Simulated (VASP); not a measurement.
# CoO (Fm-3m) in VASP: single point with PBE

Aim: the single point of CoO with PBE.

All numbers are computed with VASP 6.6.1; they aren't measurements. Logs are shortened: lines on timing, memory, paths and dates and some standing lists are left out, and cuts for length are marked.

### Step 1. The cell of the first run

Symmetry: Fm-3m, No. 225, cubic system. The conventional cell has a = 4.263 Å, b = 4.263 Å, c = 4.263 Å, α = 90.00°, β = 90.00°, γ = 90.00°. Co (site symmetry m-3m) has 6 O at 2.13 Å within 2.8 Å. Within 2.8 Å of O (site symmetry m-3m) lie 6 Co at 2.13 Å.

### Step 2. Single point, PBE, collinear spin, ferromagnetic start

File INCAR:

```
PREC = Accurate ; ENCUT = 520
EDIFF = 1E-7 ; ISMEAR = -1
SIGMA = 0.02 ; LREAL = F
LASPH = T ; NELM = 150
ALGO = Normal ; ISIF = 2
LWAVE = F ; LCHARG = F
ISPIN = 2 ; MAGMOM = 3 3 0 0
LORBIT = 11 ; LMAXMIX = 4
GGA = PE ; ISYM = 0
NBANDS = 27
```

File KPOINTS:

```
Automatic mesh
0
Gamma
  5 9 7
```

File POSCAR:

```
CoO
1.0
   -2.1315000000     -4.2630000000     -2.1315000000
   -2.1315000000      0.0000000000     -2.1315000000
    2.1315000000      0.0000000000     -2.1315000000
Co O
2 2
Direct
    0.0000000000      0.0000000000      0.0000000000
    0.5000000000      0.0000000000      0.5000000000
    0.0000000000      0.5000000000      0.5000000000
    0.5000000000      0.5000000000      0.0000000000
```

Potentials or basis: VASP PAW PBE potentials, release 64 (Co, O).

The run is started by

```bash
> cat potpaw_PBE.64/Co/POTCAR potpaw_PBE.64/O/POTCAR > POTCAR
> mpirun -np 1 vasp_std > vasp.out
```

OUTCAR:

```text
PREC = Accurate
   ENCUT = 520
   EDIFF = 1E-7
   ISMEAR = -1
   LREAL = F
   LASPH = T
   NELM = 150
   ISIF = 2
   ISPIN = 2
   LORBIT = 11
   GGA = PE
   ISYM = 0

 ion  position               nearest neighbor table
   1  0.000  0.000  0.000-   3 2.13   3 2.13   3 2.13   4 2.13   3 2.13   4 2.13   2 3.01   2 3.01
                             2 3.01   2 3.01   2 3.01   2 3.01   2 3.01   2 3.01
   2  0.500  0.000  0.500-   4 2.13   4 2.13   3 2.13   4 2.13   4 2.13   3 2.13   1 3.01   1 3.01
                             1 3.01   1 3.01   1 3.01   1 3.01   1 3.01   1 3.01
   3  0.000  0.500  0.500-   1 2.13   1 2.13   1 2.13   2 2.13   1 2.13   2 2.13
   4  0.500  0.500  0.000-   2 2.13   2 2.13   1 2.13   2 2.13   2 2.13   1 2.13

IMPORTANT INFORMATION: All symmetrisations will be switched off!
NOSYMM: (Re-)initialisation of all symmetry stuff for point group C_1.

----------------------------------------------------------------------------------------

                                     Primitive cell

  volume of cell :      38.7361

  direct lattice vectors                    reciprocal lattice vectors
    -2.131500000 -4.263000000 -2.131500000     0.000000000 -0.234576589  0.000000000
    -2.131500000  0.000000000 -2.131500000    -0.234576589  0.234576589 -0.234576589
     2.131500000  0.000000000 -2.131500000     0.234576589  0.000000000 -0.234576589

  length of vectors
     5.221087387  3.014396208  3.014396208     0.234576589  0.406298571  0.331741394

  position of ions in fractional coordinates (direct lattice)
     0.000000000  0.000000000  0.000000000
     0.500000000  0.000000000  0.500000000
     0.000000000  0.500000000  0.500000000
     0.500000000  0.500000000  0.000000000

  ion indices of the primitive-cell ions
   primitive index   ion index
                 1           1
                 2           2
                 3           3
                 4           4

----------------------------------------------------------------------------------------

 KPOINTS: Automatic mesh

Automatic generation of k-mesh.
 Grid dimensions read from file:
 generate k-points for:    5    9    7

 Generating k-lattice:

  Cartesian coordinates                     Fractional coordinates (reciprocal lattice)
     0.000000000 -0.046915318  0.000000000     0.200000000  0.000000000  0.000000000
    -0.026064065  0.026064065 -0.026064065     0.000000000  0.111111111  0.000000000
     0.033510941  0.000000000 -0.033510941     0.000000000  0.000000000  0.142857143

  Length of vectors
     0.046915318  0.045144286  0.047391628

  Shift w.r.t. Gamma in fractional coordinates (k-lattice)
     0.000000000  0.000000000  0.000000000

 -----------------------------------------------------------------------------
|                                                                             |
|           W    W    AA    RRRRR   N    N  II  N    N   GGGG   !!!           |
|           W    W   A  A   R    R  NN   N  II  NN   N  G    G  !!!           |
|           W    W  A    A  R    R  N N  N  II  N N  N  G       !!!           |
|           W WW W  AAAAAA  RRRRR   N  N N  II  N  N N  G  GGG   !            |
|           WW  WW  A    A  R   R   N   NN  II  N   NN  G    G                |
|           W    W  A    A  R    R  N    N  II  N    N   GGGG   !!!           |
|                                                                             |
|     Your reciprocal lattice and k-lattice belong to different lattice       |
|     classes:                                                                |
|                                                                             |
|        The reciprocal lattice is simple tetragonal,                         |
|        whereas your k-lattice is simple monoclinic.                         |
|                                                                             |
|     Results are often still useful ...                                      |
|                                                                             |
 -----------------------------------------------------------------------------

 WARNING: IBZKPT: internal override: KBLOWUP is changed to .FALSE.
      ... skipping the blow-up phase ...

 Subroutine IBZKPT returns following result:
 ===========================================

 Found    158 irreducible k-points:

 Following reciprocal coordinates:
            Coordinates               Weight
  0.000000  0.000000  0.000000      1.000000
  0.200000  0.000000  0.000000      2.000000
  0.400000  0.000000  0.000000      2.000000
  0.000000  0.111111  0.000000      2.000000
  0.200000  0.111111  0.000000      2.000000
  0.400000  0.111111  0.000000      2.000000
[... 16 lines left out ...]
 -0.200000  0.444444  0.000000      2.000000
  0.000000  0.000000  0.142857      2.000000
 [... further k-points ...]
   k-points           NKPTS =    158   k-points in BZ     NKDIM =    158   number of bands    NBANDS=     27
   number of dos      NEDOS =    301   number of ions     NIONS =      4
   total plane-waves  NPLWV =  23040
   dimension x,y,z NGX =    40 NGY =   24 NGZ =   24
   dimension x,y,z NGXF=    80 NGYF=   48 NGZF=   48
   ions per type =               2   2
   NGX,Y,Z   is equivalent  to a cutoff of  12.74, 13.24, 13.24 a.u.
   NGXF,Y,Z  is equivalent  to a cutoff of  25.47, 26.47, 26.47 a.u.
 SYSTEM =  unknown system
   PREC   = accura    normal or accurate (medium, high low for compatibility)
   ISTART =      0    job   : 0-new  1-cont  2-samecut
   ICHARG =      2    charge: 1-file 2-atom 10-const
   ISPIN  =      2    spin polarized calculation?
   LNONCOLLINEAR =      F non collinear calculations
   LSORBIT =      F    spin-orbit coupling
   LASPH  =      T    aspherical Exc in radial PAW
   ENCUT  =  520.0 eV  38.22 Ry    6.18 a.u.   9.71  5.60  5.60*2*pi/ulx,y,z
   NELM   =    150;   NELMIN=  2; NELMDL= -5     # of ELM steps
   EDIFF  = 0.1E-06   stopping-criterion for ELM
   LREAL  =      F    real-space projection
   EDIFFG = 0.1E-05   stopping-criterion for IOM
   NSW    =      0    number of steps for IOM
   IBRION =     -1    ionic relax: 0-MD 1-quasi-New 2-CG
   NFREE  =      0    steps in history (QN), initial steepest desc. (CG)
   ISIF   =      2    stress and relaxation
   ISYM   =      0    0-nonsym 1-usesym 2-fastsym
   POTIM  = 0.5000    time-step for ionic-motion
   TEBEG  =    0.0;   TEEND  =   0.0 temperature during run
   PSTRESS=    0.0 pullay stress
   NELECT =      30.0000    total number of electrons
   NUPDOWN=      -1.0000    fix difference up-down
   EMIN   =  10.00;   EMAX   =-10.00  energy-range for DOS
   EFERMI =   0.00;   METHOD = LEGACY
   ISMEAR =    -1;   SIGMA  =   0.02  broadening in eV -4-tet -1-fermi 0-gaus
   EFERMI_NEDOS =   21; number of points for ismear=-14 and -15
   IALGO  =     38    algorithm
   IMIX   =      4    mixing-type and parameters
     AMIX     =   0.40;   BMIX     =  1.00
     AMIX_MAG =   1.60;   BMIX_MAG =  1.00
  volume/ion in A,a.u.               =       9.68        65.35
  Fermi-wavevector in a.u.,A,eV,Ry     =   1.503407  2.841027 30.752334  2.260233
  Thomas-Fermi vector in A             =   2.614521
   LORBIT       =     11    0 simple, 1 ext, 2 COOP (PROOUT), +10 PAW based schemes
   GGA     = PE    functional components
   LHFCALC =     F    Hartree Fock is set to
   AEXX    =    0.0000 exact exchange contribution
   IVDW    =     0    specifies the selected vdW correction
   LEPSILON=     F    determine dielectric tensor
   LRPA    =     F    only Hartree local field effects (RPA)
 spin polarized calculation
  energy-cutoff  :      520.00
  volume of cell :       38.74
 maximum number of plane-waves:      1055
   NGX = 19   NGY = 11   NGZ = 11

 number of electron      29.9999996 magnetization       5.8563322

 Free energy of the ion-electron system (eV)
  ---------------------------------------------------
  ext. energy  EPLUGINS =         0.00000000
  ---------------------------------------------------
  free energy    TOTEN  =       -26.09500977 eV

  energy without entropy =      -26.08476662  energy(sigma->0) =      -26.08988819

 E-fermi :   7.8752     XC(G=0): -12.3955

 val. band max:        7.8744749579   @ k =  -0.2000  -0.2222   0.2857
 cond. band min:       7.8758459113   @ k =   0.2000   0.4444   0.0000
 fundamental gap:      0.0013709534
 Fermi energy:         7.8751501570

 spin component 1

 k-point     1 :       0.0000    0.0000    0.0000
  band No.  band energies     occupation
      1     -12.2927      1.00000
      2     -11.0534      1.00000
      3       1.1126      1.00000
      4       3.5647      1.00000
      5       3.5649      1.00000
      6       3.9521      1.00000
[... 19 lines left out ...]
     26      25.9917      0.00000
     27      25.9923      0.00000

 k-point     2 :       0.2000    0.0000    0.0000
  band No.  band energies     occupation
      1     -12.1589      1.00000
      2     -11.1475      1.00000
      3       0.9632      1.00000
      4       3.0918      1.00000
      5       3.5393      1.00000
      6       3.5404      1.00000
[... 19 lines left out ...]
     26      25.0030      0.00000
     27      25.0065      0.00000

 k-point     3 :       0.4000    0.0000    0.0000
  band No.  band energies     occupation
      1     -11.8178      1.00000
      2     -11.4261      1.00000
      3       0.9945      1.00000
      4       1.7097      1.00000
      5       3.5582      1.00000
      6       3.5609      1.00000
[... 594 lines left out ...]
      1     -11.1601      1.00000
      2     -11.0514      1.00000
      3      -0.0536      1.00000
      4       0.0553      1.00000
      5       1.8923      1.00000
      6       1.9358      1.00000
[... 19 lines left out ...]
     26      21.6315      0.00000
     27      28.3772      0.00000

 k-point    24 :       0.0000    0.0000    0.1429
  band No.  band energies     occupation
      1     -12.1552      1.00000
      2     -11.0171      1.00000
      3       1.2110      1.00000
      4       2.5278      1.00000
      5       3.0028      1.00000
      6       3.4061      1.00000
[... 19 lines left out ...]
     26      24.6061      0.00000
     27      26.1919      0.00000

 [... further k-points ...]

 spin component 2

 k-point     1 :       0.0000    0.0000    0.0000
  band No.  band energies     occupation
      1     -11.7804      1.00000
      2     -10.4593      1.00000
      3       1.5293      1.00000
      4       4.0899      1.00000
      5       4.0959      1.00000
      6       5.3385      1.00000
[... 19 lines left out ...]
     26      26.4790      0.00000
     27      26.4805      0.00000

 k-point     2 :       0.2000    0.0000    0.0000
  band No.  band energies     occupation
      1     -11.6426      1.00000
      2     -10.5658      1.00000
      3       1.5225      1.00000
      4       4.1191      1.00000
      5       4.1248      1.00000
      6       4.1997      1.00000
[... 19 lines left out ...]
     26      25.5557      0.00000
     27      25.5580      0.00000

 k-point     3 :       0.4000    0.0000    0.0000
  band No.  band energies     occupation
      1     -11.2880      1.00000
      2     -10.8718      1.00000
      3       1.7923      1.00000
      4       2.6999      1.00000
      5       4.2506      1.00000
      6       4.2555      1.00000
[... 594 lines left out ...]
      1     -10.6104      1.00000
      2     -10.4944      1.00000
      3       0.5065      1.00000
      4       0.6273      1.00000
      5       3.1616      1.00000
      6       3.3039      1.00000
[... 19 lines left out ...]
     26      22.1967      0.00000
     27      28.9780      0.00000

 k-point    24 :       0.0000    0.0000    0.1429
  band No.  band energies     occupation
      1     -11.6390      1.00000
      2     -10.4253      1.00000
      3       1.6555      1.00000
      4       3.2285      1.00000
      5       3.8944      1.00000
      6       4.2639      1.00000
[... 19 lines left out ...]
     26      25.2006      0.00000
     27      26.6585      0.00000

 [... further k-points ...]
[... 5 lines left out ...]
  --------------------------------------------------------------------------------------
  -------------------------------------------------------------------------------------
  Total       -0.5863923     -0.5415603     -0.5861270      0.0083716      0.0083158     -0.0301260
  in kB      -24.2539703    -22.3996567    -24.2429956      0.3462624      0.3439524     -1.2460517
  external PRESSURE =     -23.6322076 kB  Pullay stress =       0.0000000 kB

 VOLUME and BASIS-vectors are now :
 -----------------------------------------------------------------------------
  energy-cutoff  :      520.00
  volume of cell :       38.74
      direct lattice vectors                 reciprocal lattice vectors
    -2.131500000 -4.263000000 -2.131500000     0.000000000 -0.234576589  0.000000000
    -2.131500000  0.000000000 -2.131500000    -0.234576589  0.234576589 -0.234576589
     2.131500000  0.000000000 -2.131500000     0.234576589  0.000000000 -0.234576589

 POSITION                                       TOTAL-FORCE (eV/Angst)
 -----------------------------------------------------------------------------------
      0.00000      0.00000      0.00000        -0.000000      0.000000     -0.000000
      0.00000     -2.13150     -2.13150        -0.000000     -0.000000     -0.000000
      0.00000      0.00000     -2.13150         0.000000      0.000000      0.000000
     -2.13150     -2.13150     -2.13150         0.000000     -0.000000      0.000000
 -----------------------------------------------------------------------------------
    total drift:                               -0.000000      0.000000      0.000000

  FREE ENERGIE OF THE ION-ELECTRON SYSTEM (eV)
  ---------------------------------------------------
  free  energy   TOTEN  =       -26.0950097704 eV

  energy  without entropy=      -26.0847666174  energy(sigma->0) =      -26.08988819

 total charge

# of ion       s       p       d       tot
------------------------------------------
    1        0.293   0.355   7.140   7.788
    2        0.293   0.355   7.140   7.788
    3        1.556   3.423   0.000   4.979
    4        1.556   3.423   0.000   4.979
--------------------------------------------------
tot          3.698   7.555  14.280  25.533

 magnetization (x)

# of ion       s       p       d       tot
------------------------------------------
    1        0.021   0.018   2.534   2.572
    2        0.021   0.018   2.534   2.572
    3        0.029   0.277   0.000   0.305
    4        0.029   0.277   0.000   0.305
--------------------------------------------------
tot          0.098   0.588   5.068   5.755
```

Run time: 15 min. Hardware: 1 thread of Oxide Virtual Turin-like, shared host; peak memory 0.31 GiB.

Results:

```
Free energy                                           : -26.0950 eV
Pressure                                              : -2.4 GPa
Net moment                                            : 5.86 μB per cell
Site moments                                          : Co +2.57; O +0.30 μB
Valence electrons inside the program's atomic spheres : Co 7.79; O 4.98
```

Stress tensor (GPa, compression positive):
```
-2.43  0.03 -0.12
 0.03 -2.24  0.03
-0.12  0.03 -2.42
```

Caveat: semilocal functionals often make such compounds metallic where correlation or magnetic order opens a gap, which also shifts bond lengths. With open d or f shells a metallic result of PBE can be an artefact of self-interaction; +U or a hybrid may open a gap.
